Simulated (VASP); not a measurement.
# NaB3: single point with PBE

The system is NaB3.

```
CELL_PARAMETERS angstrom
3.29854 0.00000 0.00000
0.00000 3.29854 0.00000
0.00000 0.00000 3.29659
ATOMIC_POSITIONS crystal
Na 0.00000 0.00000 0.00000
B 0.00000 0.50000 0.50000
B 0.50000 0.00000 0.50000
B 0.50000 0.50000 0.00000
```

| Quantity | Value |
| --- | --- |
| Program | VASP 6.6.1 |
| Task | single point |
| Functional | PBE |
| Potentials or basis | VASP PAW PBE potentials, release 64 (Na_pv, B) |
| Cutoff | 520 eV |
| k mesh | 6 × 6 × 6 |
| Occupations | gaussian, width 0.1 eV |
| Spin | no spin polarisation |
| Dipole correction | no |
| Further INCAR settings | ALGO = Normal; EDIFF = 1e-06; NBANDS = 16 |

```yaml
Pressure: 0.2 GPa
Band_gap_on_the_k_mesh: zero (band 8 reaches 7.42 eV, above the bottom of band 9 at 1.81 eV)
```

Stress tensor (GPa, compression positive):
```
0.12 0.00 0.00
0.00 0.12 0.00
0.00 0.00 0.24
```

Levels at points of the mesh, in eV from the Fermi level:
```csv
k point,band 5,band 6,band 7,band 8,band 9,band 10,band 11,band 12
"(0.00, 0.00, 0.00)",-2.64,-2.64,-2.63,-0.76,-0.75,4.88,4.88,4.88
"(0.50, 0.00, 0.00)",-8.84,-1.17,-1.16,1.26,1.32,1.70,1.70,3.83
"(0.50, 0.50, 0.00)",-6.66,-6.66,-4.71,1.76,1.76,1.91,3.55,4.81
"(0.00, 0.00, 0.50)",-8.83,-1.17,-1.17,1.26,1.31,1.70,1.70,3.83
"(0.50, 0.00, 0.50)",-6.66,-6.66,-4.71,1.76,1.76,1.90,3.53,4.80
"(0.50, 0.50, 0.50)",-4.73,-4.73,-4.72,-3.66,-3.66,-3.66,7.35,9.44
```

It took 10 s on 1 thread of Intel(R) Xeon(R) Platinum 8488C (Sapphire Rapids), on a shared host, peak memory 0.16 GiB.
